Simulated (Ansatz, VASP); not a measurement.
**Two plane-wave programs on SnSe2**

File POSCAR:

```
SnSe2
1.0
    3.7204704328      0.0000000000      0.0000000000
   -1.8602352164      3.2220219088      0.0000000000
    0.0000000000      0.0000000000      6.9512455906
Sn Se
1 2
Direct
    0.0000000000      0.0000000000      0.0000000000
    0.3333333333      0.6666666667      0.2412719747
    0.6666666667      0.3333333333      0.7587280253
```

The input INCAR.step1:

```
PREC = Accurate
ENCUT = 520
ISMEAR = 0
SIGMA = 0.05
LREAL = False
LASPH = True
NELM = 60
NBANDS = 20
GGA = PE
ALGO = Normal
EDIFF = 1E-4
LWAVE = True
LCHARG = False
```

Contents of INCAR.step2:

```
PREC = Accurate
ENCUT = 520
EDIFF = 1E-7
ISMEAR = 0
SIGMA = 0.05
LREAL = False
LASPH = True
NELM = 60
ALGO = Normal
ISIF = 2
LWAVE = False
LCHARG = False
METAGGA = R2SCAN
LMIXTAU = True
NBANDS = 20
ISTART = 1
```

KPOINTS

```
Automatic mesh
0
Gamma
  12 12 6
```

Input for Ansatz:

```yaml
crystal:
  lattice:
    - [3.7204704328, 0.0, 0.0]
    - [-1.8602352164, 3.2220219088, 0.0]
    - [0.0, 0.0, 6.9512455906]
  atoms:
    - { symbol: Sn, position: [0.0, 0.0, 0.0] }
    - { symbol: Se, position: [0.3333333333, 0.6666666667, 0.2412719747] }
    - { symbol: Se, position: [0.6666666667, 0.3333333333, 0.7587280253] }
basis:
  ecutwfc: 500
kpoints:
  mp_grid: { grid: [12, 12, 6] }
hamiltonian:
  xc: r2scan
scf:
  occupations: { method: gaussian, width: 0.05 }
output:
  forces: true
  stress: true
  eigenvalues: true
```

Alike in both runs: task single point; functional r2SCAN; k mesh 12 × 12 × 6; occupations gaussian, width 0.05 eV; no spin polarisation.

|  | VASP | Ansatz |
| --- | --- | --- |
| version | VASP 6.6.1 | Ansatz 0.2.0 |
| potentials or method | VASP PAW PBE potentials, release 64 (Sn_d, Se), cutoff 520 eV | scalar-relativistic, plane waves, PAW |
| valence electrons in the cell | 26 | 46 |

VASP gave:

```
gap on the k mesh at the Fermi level (eV)                     : 0.55
least direct gap on the mesh (eV)                             : 1.17
pressure (GPa)                                                : 0.4
traceless stress, the component that is largest in VASP (GPa) : -5.02
rms of the force components (eV/Å)                            : 0.312
```

**Question.** Estimate Ansatz's values.

**Answer.** gap on the k mesh at the Fermi level (eV): 0.54; least direct gap on the mesh (eV): 1.17; pressure (GPa): 0.4; traceless stress, the component that is largest in VASP (GPa): -5.02; rms of the force components (eV/Å): 0.318.

VASP's potentials were made for PBE, not for r2SCAN. Atom by atom the forces differ by 0.006 eV/Å (rms over components). VASP's potentials hold 26 valence electrons a cell and Ansatz's 46, so a difference there can come from the potentials and not from the codes.
